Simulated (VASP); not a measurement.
Set up this calculation in VASP 6.6.1, as the native input.

| Property | Result |
| --- | --- |
| Task | single point |
| Functional | PBE |
| Potentials or basis | VASP PAW PBE potentials, release 64 (Si, B, C) |
| Cutoff | 520 eV |
| k mesh | 10 × 10 × 14 |
| Occupations | gaussian, width 0.1 eV |
| Spin | no spin polarisation |
| Dipole correction | no |
| Further INCAR settings | ALGO = Normal; EDIFF = 1e-06; NBANDS = 17 |

The structure of Si2B2C lies in POSCAR:

```
Si2B2C
1.0
    4.3179049940      0.0000000000      0.0000000000
    0.0000000000      4.3179049940      0.0000000000
    0.0000000000      0.0000000000      2.8609030644
Si B C
2 2 1
Direct
    0.5000000000      0.0000000000      0.5000000000
    0.0000000000      0.5000000000      0.5000000000
    0.0000000000      0.0000000000      0.0000000000
    0.5000000000      0.5000000000      0.5000000000
    0.0000000000      0.0000000000      0.5000000000
```

These files were run (other wordings do the same):

INCAR

```
SYSTEM = Si2B2C
  ALGO = Normal
  EDIFF = 1E-6
  ENCUT = 520
  GGA = PE
  ISIF = 2
  ISMEAR = 0
  LASPH = .TRUE.
  LCHARG = .FALSE.
  LREAL = .FALSE.
  LWAVE = .FALSE.
  NBANDS = 17
  NELM = 80
  PREC = Accurate
  SIGMA = 0.1
```

KPOINTS

```
k-points
0
G
  10 10 14
  0 0 0
```

Potentials or basis: VASP PAW PBE potentials, release 64 (Si, B, C).

The run is started by

```sh
$ cat potpaw_PBE.64/Si/POTCAR potpaw_PBE.64/B/POTCAR potpaw_PBE.64/C/POTCAR > POTCAR
$ mpirun -np 1 vasp_std > vasp.out
```

It gave:

The pressure is 0.0 GPa. The band gap on the k mesh is zero (band 9 reaches 10.98 eV, above the bottom of band 10 at 6.44 eV).

It took 53 s on 1 thread of AMD EPYC 9R45 96-Core Processor (Zen 5) (shared host), peak memory 0.23 GiB.
